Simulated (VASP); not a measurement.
# Pd (P6_3/mmc) in VASP: settings compared, part 2 of 2

VASP 6.6.1.

### 5 Single point, PBE

INCAR

```
PREC     = Accurate       # precision mode
ENCUT    = 520            # plane-wave cutoff, eV
EDIFF    = 1E-7           # SCF threshold, eV
ISMEAR   = 0              # smearing method
SIGMA    = 0.012          # smearing width, eV
LREAL    = False          # projectors in reciprocal space
LASPH    = True           # aspherical terms in the spheres
NELM     = 100            # most SCF steps
ALGO     = Normal         # electronic algorithm
ISIF     = 2              # what is computed and relaxed
LWAVE    = False          # write WAVECAR
LCHARG   = False          # write CHGCAR
GGA      = PE             # functional
NBANDS   = 17             # bands
```

KPOINTS

```
regular mesh
0
Gamma
  11 11 6
```

POSCAR

```
Pd
1.0
    2.7836650458      0.0000000000      0.0000000000
   -1.3918325229      2.4107246453      0.0000000000
    0.0000000000      0.0000000000      4.6288930000
Pd
2
Direct
    0.3333333333      0.6666666667      0.2500000000
    0.6666666667      0.3333333333      0.7500000000
```

Potentials or basis: VASP PAW PBE potentials, release 64 (Pd).

Run with:

```bash
cat potpaw_PBE.64/Pd/POTCAR > POTCAR
mpirun -np 1 vasp_std > vasp.out
```

OUTCAR:

```text
PREC = Accurate
   ENCUT = 520
   EDIFF = 1E-7
   ISMEAR = 0
   LREAL = False
   LASPH = True
   NELM = 100
   ISIF = 2
   GGA = PE

 ion  position               nearest neighbor table
   1  0.333  0.667  0.250-   2 2.82   2 2.82   2 2.82   2 2.82   2 2.82   2 2.82
   2  0.667  0.333  0.750-   1 2.82   1 2.82   1 2.82   1 2.82   1 2.82   1 2.82

  LATTYP: Found a hexagonal cell.
 ALAT       =     2.7836650458
 C/A-ratio  =     1.6628771507

  Lattice vectors:

 A1 = (   2.7836650458,   0.0000000000,   0.0000000000)
 A2 = (  -1.3918325229,   2.4107246453,   0.0000000000)
 A3 = (   0.0000000000,   0.0000000000,   4.6288930000)

Analysis of symmetry for initial positions (statically):
=====================================================================
 Subroutine PRICEL returns:
 Original cell was already a primitive cell.

 Routine SETGRP: Setting up the symmetry group for a
 hexagonal supercell.

 Subroutine GETGRP returns: Found 24 space group operations
 (whereof 12 operations were pure point group operations)
 out of a pool of 24 trial point group operations.

The static configuration has the point symmetry D_3d.
 The point group associated with its full space group is D_6h.

Analysis of symmetry for dynamics (positions and initial velocities):
=====================================================================
 Subroutine PRICEL returns:
 Original cell was already a primitive cell.

 Routine SETGRP: Setting up the symmetry group for a
 hexagonal supercell.

 Subroutine GETGRP returns: Found 24 space group operations
 (whereof 12 operations were pure point group operations)
 out of a pool of 24 trial point group operations.

The dynamic configuration has the point symmetry D_3d.
 The point group associated with its full space group is D_6h.

 Subroutine INISYM returns: Found 24 space group operations
 (whereof 12 operations are pure point group operations),
 and found     1 'primitive' translations

----------------------------------------------------------------------------------------

                                     Primitive cell

  volume of cell :      31.0629

  direct lattice vectors                    reciprocal lattice vectors
     2.783665046  0.000000000  0.000000000     0.359238624  0.207406516  0.000000000
    -1.391832523  2.410724645  0.000000000     0.000000000  0.414813032  0.000000000
     0.000000000  0.000000000  4.628893000     0.000000000  0.000000000  0.216034374

  length of vectors
     2.783665046  2.783665046  4.628893000     0.414813032  0.414813032  0.216034374

  position of ions in fractional coordinates (direct lattice)
     0.333333333  0.666666667  0.250000000
     0.666666667  0.333333333  0.750000000

  ion indices of the primitive-cell ions
   primitive index   ion index
                 1           1
                 2           2

----------------------------------------------------------------------------------------

 KPOINTS: regular mesh

Automatic generation of k-mesh.
 Grid dimensions read from file:
 generate k-points for:   11   11    6

 Generating k-lattice:

  Cartesian coordinates                     Fractional coordinates (reciprocal lattice)
     0.032658057  0.018855138  0.000000000     0.090909091  0.000000000  0.000000000
     0.000000000  0.037710276  0.000000000     0.000000000  0.090909091  0.000000000
     0.000000000  0.000000000  0.036005729     0.000000000  0.000000000  0.166666667

  Length of vectors
     0.037710276  0.037710276  0.036005729

  Shift w.r.t. Gamma in fractional coordinates (k-lattice)
     0.000000000  0.000000000  0.000000000

 Subroutine IBZKPT returns following result:
 ===========================================

 Found     64 irreducible k-points:

 Following reciprocal coordinates:
            Coordinates               Weight
  0.000000  0.000000  0.000000      1.000000
  0.090909  0.000000  0.000000      6.000000
  0.181818  0.000000  0.000000      6.000000
  0.272727  0.000000  0.000000      6.000000
  0.363636  0.000000  0.000000      6.000000
  0.454545  0.000000  0.000000      6.000000
[... 16 lines left out ...]
  0.090909  0.090909  0.166667     12.000000
  0.181818  0.090909  0.166667     24.000000
 [... further k-points ...]
   k-points           NKPTS =     64   k-points in BZ     NKDIM =     64   number of bands    NBANDS=     17
   number of dos      NEDOS =    301   number of ions     NIONS =      2
   total plane-waves  NPLWV =  20736
   dimension x,y,z NGX =    24 NGY =   24 NGZ =   36
   dimension x,y,z NGXF=    48 NGYF=   48 NGZF=   72
   ions per type =               2
   NGX,Y,Z   is equivalent  to a cutoff of  14.33, 14.33, 12.93 a.u.
   NGXF,Y,Z  is equivalent  to a cutoff of  28.67, 28.67, 25.86 a.u.
 SYSTEM =  unknown system
   PREC   = accura    normal or accurate (medium, high low for compatibility)
   ISTART =      0    job   : 0-new  1-cont  2-samecut
   ICHARG =      2    charge: 1-file 2-atom 10-const
   ISPIN  =      1    spin polarized calculation?
   LNONCOLLINEAR =      F non collinear calculations
   LSORBIT =      F    spin-orbit coupling
   LASPH  =      T    aspherical Exc in radial PAW
   ENCUT  =  520.0 eV  38.22 Ry    6.18 a.u.   5.18  5.18  8.61*2*pi/ulx,y,z
   NELM   =    100;   NELMIN=  2; NELMDL= -5     # of ELM steps
   EDIFF  = 0.1E-06   stopping-criterion for ELM
   LREAL  =      F    real-space projection
   EDIFFG = 0.1E-05   stopping-criterion for IOM
   NSW    =      0    number of steps for IOM
   IBRION =     -1    ionic relax: 0-MD 1-quasi-New 2-CG
   NFREE  =      0    steps in history (QN), initial steepest desc. (CG)
   ISIF   =      2    stress and relaxation
   ISYM   =      2    0-nonsym 1-usesym 2-fastsym
   POTIM  = 0.5000    time-step for ionic-motion
   TEBEG  =    0.0;   TEEND  =   0.0 temperature during run
   PSTRESS=    0.0 pullay stress
   NELECT =      20.0000    total number of electrons
   NUPDOWN=      -1.0000    fix difference up-down
   EMIN   =  10.00;   EMAX   =-10.00  energy-range for DOS
   EFERMI =   0.00;   METHOD = LEGACY
   ISMEAR =     0;   SIGMA  =   0.01  broadening in eV -4-tet -1-fermi 0-gaus
   EFERMI_NEDOS =   21; number of points for ismear=-14 and -15
   IALGO  =     38    algorithm
   IMIX   =      4    mixing-type and parameters
     AMIX     =   0.40;   BMIX     =  1.00
     AMIX_MAG =   1.60;   BMIX_MAG =  1.00
  volume/ion in A,a.u.               =      15.53       104.81
  Fermi-wavevector in a.u.,A,eV,Ry     =   1.413636  2.671385 27.189429  1.998367
  Thomas-Fermi vector in A             =   2.535261
   LORBIT       =      0    0 simple, 1 ext, 2 COOP (PROOUT), +10 PAW based schemes
   GGA     = PE    functional components
   LHFCALC =     F    Hartree Fock is set to
   AEXX    =    0.0000 exact exchange contribution
   IVDW    =     0    specifies the selected vdW correction
   LEPSILON=     F    determine dielectric tensor
   LRPA    =     F    only Hartree local field effects (RPA)
 non-spin polarized calculation
 Gauss-broadening in eV      SIGMA  =   0.01
  energy-cutoff  :      520.00
  volume of cell :       31.06
 maximum number of plane-waves:       849
 NGX is ok and might be reduce to    24
   NGX = 11   NGY = 11   NGZ = 17

 number of electron      20.0000008 magnetization

 Free energy of the ion-electron system (eV)
  ---------------------------------------------------
  ext. energy  EPLUGINS =         0.00000000
  ---------------------------------------------------
  free energy    TOTEN  =       -10.35093721 eV

  energy without entropy =      -10.35051320  energy(sigma->0) =      -10.35072521

 E-fermi :   8.9248     XC(G=0): -12.8637

 val. band max:        8.9182800651   @ k =   0.4545   0.0000   0.1667
 cond. band min:       8.9314522510   @ k =   0.4545   0.0909   0.0000
 fundamental gap:      0.0131721859
 Fermi energy:         8.9248354237

 k-point     1 :       0.0000    0.0000    0.0000
  band No.  band energies     occupation
      1       2.1886      2.00000
      2       4.0186      2.00000
      3       6.2299      2.00000
      4       6.4086      2.00000
      5       6.4086      2.00000
      6       6.7350      2.00000
[... 9 lines left out ...]
     16      28.3869      0.00000
     17      30.6939      0.00000
[... 441 lines left out ...]
 k-point    24 :       0.1818    0.0909    0.1667
  band No.  band energies     occupation
      1       3.9032      2.00000
      2       4.9217      2.00000
      3       5.6369      2.00000
      4       5.8174      2.00000
      5       6.2655      2.00000
      6       6.7051      2.00000
[... 9 lines left out ...]
     16      26.3047      0.00000
     17      27.6078      0.00000

 [... further k-points ...]

------------------------ aborting loop because EDIFF is reached ----------------------------------------

  FORCE on cell =-STRESS in cart. coord.  units (eV):
  Direction    XX          YY          ZZ          XY          YZ          ZX
  --------------------------------------------------------------------------------------
  -------------------------------------------------------------------------------------
  Total       -0.3744975     -0.3744975     -0.3084193     -0.0000000     -0.0000000      0.0000000
  in kB      -19.3160246    -19.3160246    -15.9078111     -0.0000000     -0.0000000      0.0000000
  external PRESSURE =     -18.1799534 kB  Pullay stress =       0.0000000 kB

 VOLUME and BASIS-vectors are now :
 -----------------------------------------------------------------------------
  energy-cutoff  :      520.00
  volume of cell :       31.06
      direct lattice vectors                 reciprocal lattice vectors
     2.783665046  0.000000000  0.000000000     0.359238624  0.207406516  0.000000000
    -1.391832523  2.410724645  0.000000000     0.000000000  0.414813032  0.000000000
     0.000000000  0.000000000  4.628893000     0.000000000  0.000000000  0.216034374

 POSITION                                       TOTAL-FORCE (eV/Angst)
 -----------------------------------------------------------------------------------
     -0.00000      1.60715      1.15722         0.000000      0.000000      0.000000
      1.39183      0.80357      3.47167        -0.000000      0.000000      0.000000
 -----------------------------------------------------------------------------------
    total drift:                               -0.000000      0.000000     -0.000000

  FREE ENERGIE OF THE ION-ELECTRON SYSTEM (eV)
  ---------------------------------------------------
  free  energy   TOTEN  =       -10.3509372134 eV

  energy  without entropy=      -10.3505132012  energy(sigma->0) =      -10.35072521
```

It took 21 s on 1 thread of AMD EPYC 9R14 (Zen 4), shared host; peak memory 0.14 GiB.

What came out:

```
Free energy            : -10.3509 eV
Pressure               : -1.8 GPa
Band gap on the k mesh : zero (band 10 reaches 9.07 eV, above the bottom of band 11 at 8.28 eV)
```

### 6 Summary

| task | level | cell | cutoff (eV) | smearing | gap on the mesh (eV) | pressure (GPa) |
| --- | --- | --- | --- | --- | --- | --- |
| single point | PBE | as given | 520 | gaussian 0.028 eV | none | -1.8 |
| relaxation of cell and atoms | BLYP+D4 | relaxed | 600 | fermi-dirac 0.05 eV | none | 0.0 |
| single point | BLYP | as given | 520 | fermi-dirac 0.05 eV | none | 9.0 |
| single point | PBE | as given | 520 | gaussian 0.012 eV | none | -1.8 |

Alike in all rows: potentials or basis VASP PAW PBE potentials, release 64 (Pd); no spin polarisation; k mesh 11 × 11 × 6.

Every run on the cell as given and a fine mesh finds a metal. The pressure there spans -1.8 GPa (PBE) to 9.0 GPa (BLYP); a positive pressure means that this level wants a larger cell, a negative one a smaller.

Caveats: the PAW data sets were made with another functional, which shifts forces and pressure a little (some runs); pairwise dispersion overbinds metals, which lowers pressure and volume (some runs).

Total energies depend on the potentials used, so only differences within one code and one set of settings carry meaning.
